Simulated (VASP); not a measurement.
# Sr2SnSe4 in VASP: single point with r2SCAN

Aim: the single point of Sr2SnSe4 with r2SCAN.

All numbers are computed with VASP 6.6.1; they aren't measurements. Logs are shortened: lines on timing, memory, paths and dates and some standing lists are left out, and cuts for length are marked.

## 1. The cell of the first run

The cell holds an amorphous packing of atoms, 7 atoms: a = 4.977 Å, b = 5.528 Å, c = 5.970 Å, α = 90.69°, β = 87.89°, γ = 91.05°.

## 2. Single point, r2SCAN

Contents of POSCAR:

```
Sr2SnSe4
1.0
    4.7929880000      0.7324320000      1.1232990000
   -1.0268560000      5.4169200000      0.3985420000
   -1.0332560000     -0.6987760000      5.8380530000
Se Sr Sn
4 2 1
Direct
    0.5138280000      0.8130280000      0.4607920000
    0.6470630000      0.2016830000      0.1368870000
    0.8482890000      0.1777560000      0.7371660000
    0.4458730000      0.2522940000      0.5328660000
    0.7411960000      0.6759300000      0.8982310000
    0.0120310000      0.5356830000      0.3821690000
    0.2614850000      0.0029710000      0.9054400000
```

Contents of INCAR.step1:

```
SYSTEM = Sr2SnSe4
PREC = Accurate
ENCUT = 520
ISMEAR = -1
SIGMA = 0.1
LREAL = .FALSE.
LASPH = .TRUE.
NELM = 60
NBANDS = 38
GGA = PE
ALGO = Normal
EDIFF = 1E-4
LWAVE = .TRUE.
LCHARG = .FALSE.
```

Contents of INCAR.step2:

```
SYSTEM = Sr2SnSe4
PREC = Accurate
ENCUT = 520
EDIFF = 1E-7
ISMEAR = -1
SIGMA = 0.1
LREAL = .FALSE.
LASPH = .TRUE.
NELM = 60
ALGO = Normal
ISIF = 2
LWAVE = .FALSE.
LCHARG = .TRUE.
METAGGA = R2SCAN
LMIXTAU = .TRUE.
LELF = .TRUE.
LVHAR = .TRUE.
NBANDS = 38
ISTART = 1
```

Contents of KPOINTS:

```
Automatic mesh
0
Gamma
  4 3 3
  0.5 0 0
```

Potentials or basis: VASP PAW PBE potentials, release 64 (Se, Sr_sv, Sn_d).

Command:

```console
> cat potpaw_PBE.64/Se/POTCAR potpaw_PBE.64/Sr_sv/POTCAR potpaw_PBE.64/Sn_d/POTCAR > POTCAR
> cp INCAR.step1 INCAR
> mpirun -np 1 vasp_std > vasp.out
> cp INCAR.step2 INCAR
> mpirun -np 1 vasp_std > vasp.out
```

OUTCAR:

```text
SYSTEM = Sr2SnSe4
   PREC = Accurate
   ENCUT = 520
   EDIFF = 1E-7
   ISMEAR = -1
   LREAL = .FALSE.
   LASPH = .TRUE.
   NELM = 60
   ISIF = 2
   METAGGA = R2SCAN
   ISTART = 1

 ion  position               nearest neighbor table
   1  0.514  0.813  0.461-   4 2.49   6 2.96   6 2.96   5 3.00   7 3.08   5 3.58
   2  0.647  0.202  0.137-   4 2.55   3 2.56   7 2.62   6 2.98   5 3.02   5 3.26   6 3.92
   3  0.848  0.178  0.737-   4 2.43   7 2.53   2 2.56   5 2.96   5 2.98   6 3.00   7 3.19
   4  0.446  0.252  0.533-   3 2.43   1 2.49   2 2.55   7 2.75   6 2.87   6 3.30   5 3.52
   5  0.741  0.676  0.898-   3 2.96   3 2.98   1 3.00   2 3.02   7 3.02   7 3.13   2 3.26   6 3.34
                             6 3.40   4 3.52   1 3.58   7 4.38   6 4.61   6 4.89
   6  0.012  0.536  0.382-   4 2.87   1 2.96   1 2.96   2 2.98   3 3.00   4 3.30   5 3.34   5 3.40
                             2 3.92   7 4.01   7 4.24   7 4.24   5 4.61   5 4.89
   7  0.261  0.003  0.905-   3 2.53   2 2.62   4 2.75   5 3.02   1 3.08   5 3.13   3 3.19   6 4.01
                             6 4.24   6 4.24   5 4.38

  LATTYP: Found a triclinic cell.
 ALAT       =     4.9770464380
 B/A-ratio  =     1.5331098967
 C/A-ratio  =     1.1106535973
 COS(alpha) =     0.0025842743
 COS(beta)  =     0.0184101948
 COS(gamma) =     0.6234699617

  Lattice vectors:

 A1 = (  -4.7929880000,  -0.7324320000,  -1.1232990000)
 A2 = (  -5.8262440000,  -1.4312080000,   4.7147540000)
 A3 = (  -1.0268560000,   5.4169200000,   0.3985420000)

Analysis of symmetry for initial positions (statically):
=====================================================================
 Subroutine PRICEL returns:
 Original cell was already a primitive cell.

 Routine SETGRP: Setting up the symmetry group for a
 triclinic supercell.

 Subroutine GETGRP returns: Found  1 space group operations
 (whereof  1 operations were pure point group operations)
 out of a pool of  2 trial point group operations.

The static configuration has the point symmetry C_1 .

Analysis of symmetry for dynamics (positions and initial velocities):
=====================================================================
 Subroutine PRICEL returns:
 Original cell was already a primitive cell.

 Routine SETGRP: Setting up the symmetry group for a
 triclinic supercell.

 Subroutine GETGRP returns: Found  1 space group operations
 (whereof  1 operations were pure point group operations)
 out of a pool of  2 trial point group operations.

The dynamic configuration has the point symmetry C_1 .

 Subroutine INISYM returns: Found  1 space group operations
 (whereof  1 operations are pure point group operations),
 and found     1 'primitive' translations

----------------------------------------------------------------------------------------

                                     Primitive cell

  volume of cell :     164.0919

  direct lattice vectors                    reciprocal lattice vectors
     4.792988000  0.732432000  1.123299000     0.194420032  0.034023879  0.038482133
    -1.026856000  5.416920000  0.398542000    -0.030841927  0.177597850  0.015798676
    -1.033256000 -0.698776000  5.838053000    -0.035302870 -0.018670470  0.162807125

  length of vectors
     4.977046438  5.527774530  5.969821496     0.201091143  0.180947006  0.167633645

  position of ions in fractional coordinates (direct lattice)
     0.513828000  0.813028000  0.460792000
     0.647063000  0.201683000  0.136887000
     0.848289000  0.177756000  0.737166000
     0.445873000  0.252294000  0.532866000
     0.741196000  0.675930000  0.898231000
     0.012031000  0.535683000  0.382169000
     0.261485000  0.002971000  0.905440000

  ion indices of the primitive-cell ions
   primitive index   ion index
                 1           1
                 2           2
                 3           3
                 4           4
                 5           5
                 6           6
                 7           7

----------------------------------------------------------------------------------------

 KPOINTS: Automatic mesh

Automatic generation of k-mesh.
 Grid dimensions read from file:
 generate k-points for:    4    3    3

 Generating k-lattice:

  Cartesian coordinates                     Fractional coordinates (reciprocal lattice)
     0.048605008  0.008505970  0.009620533     0.250000000 -0.000000000  0.000000000
    -0.010280642  0.059199283  0.005266225     0.000000000  0.333333333  0.000000000
    -0.011767623 -0.006223490  0.054269042    -0.000000000  0.000000000  0.333333333

  Length of vectors
     0.050272786  0.060315669  0.055877882

  Shift w.r.t. Gamma in fractional coordinates (k-lattice)
     0.500000000  0.000000000  0.000000000

 Subroutine IBZKPT returns following result:
 ===========================================

 Found     18 irreducible k-points:

 Following reciprocal coordinates:
            Coordinates               Weight
  0.125000 -0.000000  0.000000      2.000000
  0.375000 -0.000000  0.000000      2.000000
  0.125000  0.333333 -0.000000      2.000000
  0.375000  0.333333 -0.000000      2.000000
 -0.375000  0.333333  0.000000      2.000000
 -0.125000  0.333333 -0.000000      2.000000
[... 10 lines left out ...]
 -0.375000 -0.333333  0.333333      2.000000
 -0.125000 -0.333333  0.333333      2.000000
   k-points           NKPTS =     18   k-points in BZ     NKDIM =     18   number of bands    NBANDS=     38
   number of dos      NEDOS =    301   number of ions     NIONS =      7
   total plane-waves  NPLWV =  80640
   dimension x,y,z NGX =    40 NGY =   42 NGZ =   48
   dimension x,y,z NGXF=    80 NGYF=   84 NGZF=   96
   ions per type =               4   2   1
   NGX,Y,Z   is equivalent  to a cutoff of  13.36, 12.63, 13.37 a.u.
   NGXF,Y,Z  is equivalent  to a cutoff of  26.72, 25.26, 26.73 a.u.
 SYSTEM =  Sr2SnSe4
   PREC   = accura    normal or accurate (medium, high low for compatibility)
   ISTART =      1    job   : 0-new  1-cont  2-samecut
   ICHARG =      0    charge: 1-file 2-atom 10-const
   ISPIN  =      1    spin polarized calculation?
   LNONCOLLINEAR =      F non collinear calculations
   LSORBIT =      F    spin-orbit coupling
   LASPH  =      T    aspherical Exc in radial PAW
   ENCUT  =  520.0 eV  38.22 Ry    6.18 a.u.   9.25 10.28 11.10*2*pi/ulx,y,z
   NELM   =     60;   NELMIN=  2; NELMDL=  0     # of ELM steps
   EDIFF  = 0.1E-06   stopping-criterion for ELM
   LREAL  =      F    real-space projection
   EDIFFG = 0.1E-05   stopping-criterion for IOM
   NSW    =      0    number of steps for IOM
   IBRION =     -1    ionic relax: 0-MD 1-quasi-New 2-CG
   NFREE  =      0    steps in history (QN), initial steepest desc. (CG)
   ISIF   =      2    stress and relaxation
   ISYM   =      2    0-nonsym 1-usesym 2-fastsym
   POTIM  = 0.5000    time-step for ionic-motion
   TEBEG  =    0.0;   TEEND  =   0.0 temperature during run
   PSTRESS=    0.0 pullay stress
   NELECT =      58.0000    total number of electrons
   NUPDOWN=      -1.0000    fix difference up-down
   EMIN   =  10.00;   EMAX   =-10.00  energy-range for DOS
   EFERMI =   0.00;   METHOD = LEGACY
   ISMEAR =    -1;   SIGMA  =   0.10  broadening in eV -4-tet -1-fermi 0-gaus
   EFERMI_NEDOS =   21; number of points for ismear=-14 and -15
   IALGO  =     38    algorithm
   IMIX   =      4    mixing-type and parameters
     AMIX     =   0.40;   BMIX     =  1.00
     AMIX_MAG =   1.60;   BMIX_MAG =  1.00
  volume/ion in A,a.u.               =      23.44       158.19
  Fermi-wavevector in a.u.,A,eV,Ry     =   1.157502  2.187362 18.229234  1.339811
  Thomas-Fermi vector in A             =   2.294113
   LORBIT       =      0    0 simple, 1 ext, 2 COOP (PROOUT), +10 PAW based schemes
   METAGGA = R2SCAN    functional components
   LHFCALC =     F    Hartree Fock is set to
   AEXX    =    0.0000 exact exchange contribution
   IVDW    =     0    specifies the selected vdW correction
   LEPSILON=     F    determine dielectric tensor
   LRPA    =     F    only Hartree local field effects (RPA)
 non-spin polarized calculation
  energy-cutoff  :      520.00
  volume of cell :      164.09
 maximum number of plane-waves:      4431
 NGX is ok and might be reduce to    40
   NGX = 19   NGY = 21   NGZ = 23

 number of electron      58.0000000 magnetization

 Free energy of the ion-electron system (eV)
  ---------------------------------------------------
  ext. energy  EPLUGINS =         0.00000000
  ---------------------------------------------------
  free energy    TOTEN  =      -113.74138463 eV

  energy without entropy =     -113.63160559  energy(sigma->0) =     -113.68649511

 E-fermi :   6.1268     XC(G=0): -10.4844

 val. band max:        6.0717595188   @ k =   0.1250  -0.0000   0.0000
 cond. band min:       6.1785510063   @ k =   0.3750   0.3333  -0.0000
 fundamental gap:      0.1067914875
 Fermi energy:         6.1268113793

 k-point     1 :       0.1250   -0.0000    0.0000
  band No.  band energies     occupation
      1     -31.2631      2.00000
      2     -31.1632      2.00000
      3     -16.6861      2.00000
      4     -16.6437      2.00000
      5     -16.5662      2.00000
      6     -16.5171      2.00000
[... 30 lines left out ...]
     37      10.2518      0.00000
     38      10.3323      0.00000

 k-point     2 :       0.3750   -0.0000    0.0000
  band No.  band energies     occupation
      1     -31.2613      2.00000
      2     -31.1634      2.00000
      3     -16.6836      2.00000
      4     -16.6407      2.00000
      5     -16.5676      2.00000
      6     -16.5168      2.00000
[... 30 lines left out ...]
     37       9.9259      0.00000
     38      10.3256      0.00000

 k-point     3 :       0.1250    0.3333   -0.0000
  band No.  band energies     occupation
      1     -31.2626      2.00000
      2     -31.1631      2.00000
      3     -16.6875      2.00000
      4     -16.6442      2.00000
      5     -16.5665      2.00000
      6     -16.5174      2.00000
[... 30 lines left out ...]
     37      10.1568      0.00000
     38      10.3764      0.00000

 k-point     4 :       0.3750    0.3333   -0.0000
  band No.  band energies     occupation
      1     -31.2608      2.00000
      2     -31.1634      2.00000
      3     -16.6835      2.00000
      4     -16.6399      2.00000
      5     -16.5662      2.00000
      6     -16.5165      2.00000
[... 30 lines left out ...]
     37       9.7869      0.00000
     38      10.2928      0.00000
[... 457 lines left out ...]
      4     -16.6408      2.00000
      5     -16.5660      2.00000
      6     -16.5165      2.00000
[... 30 lines left out ...]
     37       9.8527      0.00000
     38      10.3396      0.00000

 k-point    17 :      -0.3750   -0.3333    0.3333
  band No.  band energies     occupation
      1     -31.2402      2.00000
      2     -31.1843      2.00000
      3     -16.6846      2.00000
      4     -16.6397      2.00000
      5     -16.5661      2.00000
      6     -16.5163      2.00000
[... 30 lines left out ...]
     37       9.9961      0.00000
     38      10.3382      0.00000

 k-point    18 :      -0.1250   -0.3333    0.3333
  band No.  band energies     occupation
      1     -31.2414      2.00000
      2     -31.1847      2.00000
      3     -16.6882      2.00000
      4     -16.6443      2.00000
      5     -16.5665      2.00000
      6     -16.5173      2.00000
[... 30 lines left out ...]
     37      10.1548      0.00000
     38      10.6122      0.00000

------------------------ aborting loop because EDIFF is reached ----------------------------------------

  FORCE on cell =-STRESS in cart. coord.  units (eV):
  Direction    XX          YY          ZZ          XY          YZ          ZX
  --------------------------------------------------------------------------------------
  -------------------------------------------------------------------------------------
  Total       21.8587211     20.0235887     19.6584281     -1.1224551     -1.9236510      3.8066779
  in kB      213.4263890    195.5083378    191.9429461    -10.9595407    -18.7823379     37.1680264
  external PRESSURE =     200.2925577 kB  Pullay stress =       0.0000000 kB

 VOLUME and BASIS-vectors are now :
 -----------------------------------------------------------------------------
  energy-cutoff  :      520.00
  volume of cell :      164.09
      direct lattice vectors                 reciprocal lattice vectors
     4.792988000  0.732432000  1.123299000     0.194420032  0.034023879  0.038482133
    -1.026856000  5.416920000  0.398542000    -0.030841927  0.177597850  0.015798676
    -1.033256000 -0.698776000  5.838053000    -0.035302870 -0.018670470  0.162807125

 POSITION                                       TOTAL-FORCE (eV/Angst)
 -----------------------------------------------------------------------------------
      1.15179      4.45846      3.59134         0.060073     -3.152720     -0.515998
      2.75283      1.47078      1.60638        -0.222353      1.179473      0.460122
      3.12163      1.06909      5.32734         2.870395      1.015865      0.526677
      1.32741      1.32087      3.71230        -2.060019      1.642424     -1.185618
      1.93036      3.57667      6.34589        -0.778264     -0.422851      0.241246
     -0.88728      2.64351      2.45813         0.530642      0.259556     -0.286403
      0.31469     -0.42509      5.58092        -0.400476     -0.521749      0.759974
 -----------------------------------------------------------------------------------
    total drift:                               -0.000205      0.000334     -0.000157

  FREE ENERGIE OF THE ION-ELECTRON SYSTEM (eV)
  ---------------------------------------------------
  free  energy   TOTEN  =      -113.7413846279 eV

  energy  without entropy=     -113.6316055886  energy(sigma->0) =     -113.68649511
```

It took 12 min on 1 thread of AMD EPYC 7R13 (Zen 3), shared host; peak memory 0.31 GiB.

What came out:

| Item | Value |
| --- | --- |
| Free energy | -113.7414 eV |
| Pressure | 20.0 GPa |
| Largest force | 3.195 eV/Å |
| Band gap on the k mesh | zero (band 29 reaches 6.21 eV, above the bottom of band 30 at 5.94 eV) |

Forces on the atoms (eV/Å):
```
Se   0.060 -3.153 -0.516
Se  -0.222  1.179  0.460
Se   2.870  1.016  0.527
Se  -2.060  1.642 -1.186
Sr  -0.778 -0.423  0.241
Sr   0.531  0.260 -0.286
Sn  -0.400 -0.522  0.760
```

Caveat: the k points lie up to 0.38 Å⁻¹ apart; the PAW data sets were made with another functional, which shifts forces and pressure a little; spin-orbit coupling is left out, which moves the levels of the heavy elements.
